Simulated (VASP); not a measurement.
Write the native input for VASP 6.6.1 that does the following.

* Task: single point
* Functional: PBEsol
* Potentials or basis: VASP PAW PBE potentials, release 64 (Mo_sv, S)
* Cutoff: 520 eV
* k mesh: 10 × 10 × 2
* Occupations: fermi-dirac, width 0.05 eV
* Spin: no spin polarisation
* Hubbard terms: Mo d U = 4.0 eV
* Dipole correction: no
* Further INCAR settings: ALGO = Normal; EDIFF = 1e-06; NBANDS = 20

The structure of MoS2 lies in POSCAR:

```
MoS2
1.0
    3.1424371302      0.0000000000      0.0000000000
   -1.5712185651      2.7214303846      0.0000000000
    0.0000000000      0.0000000000     17.3369597513
Mo S
1 2
Direct
    0.0000000000      0.0000000000      0.0000000000
    0.3333333333      0.6666666667      0.9102181821
    0.3333333333      0.6666666667      0.0897818179
```

The input as run:

INCAR

```
SYSTEM = MoS2
PREC     = Accurate       ! precision mode
ENCUT    = 520            ! plane-wave cutoff, eV
EDIFF    = 1E-6           ! SCF threshold, eV
ISMEAR   = -1             ! smearing method
SIGMA    = 0.05           ! smearing width, eV
LREAL    = .FALSE.        ! projectors in reciprocal space
LASPH    = .TRUE.         ! aspherical terms in the spheres
NELM     = 150            ! most SCF steps
ALGO     = Normal         ! electronic algorithm
ISIF     = 2              ! what is computed and relaxed
LWAVE    = .FALSE.        ! write WAVECAR
LCHARG   = .TRUE.         ! write CHGCAR
LMAXMIX  = 4              ! l up to which the mixer works
LDAU     = .TRUE.         ! DFT+U
LDAUTYPE = 2            
LDAUL    = 2 -1           ! shell
LDAUU    = 4 0            ! U, eV
LDAUJ    = 0 0          
LDAUPRINT= 1            
GGA      = PS             ! functional
LELF     = .TRUE.         ! ELF
LVHAR    = .TRUE.       
NBANDS   = 20             ! bands
```

KPOINTS

```
regular mesh
0
G
  10 10 2
  0 0 0
```

Potentials or basis: VASP PAW PBE potentials, release 64 (Mo_sv, S).

The run is started by

```bash
$ cat potpaw_PBE.64/Mo_sv/POTCAR potpaw_PBE.64/S/POTCAR > POTCAR
$ mpirun -np 1 vasp_std > vasp.out
```

Results of the run:

```json
{
  "Largest force": "0.303 eV/Å",
  "Band gap on the k mesh": "1.98 eV (least direct gap 2.00 eV)"
}
```

Caveat: the PAW data sets were made with another functional, which shifts forces and pressure a little.

It took 45 s on 1 thread of Intel(R) Xeon(R) 6975P-C (Granite Rapids), with other jobs on the host, peak memory 0.29 GiB.
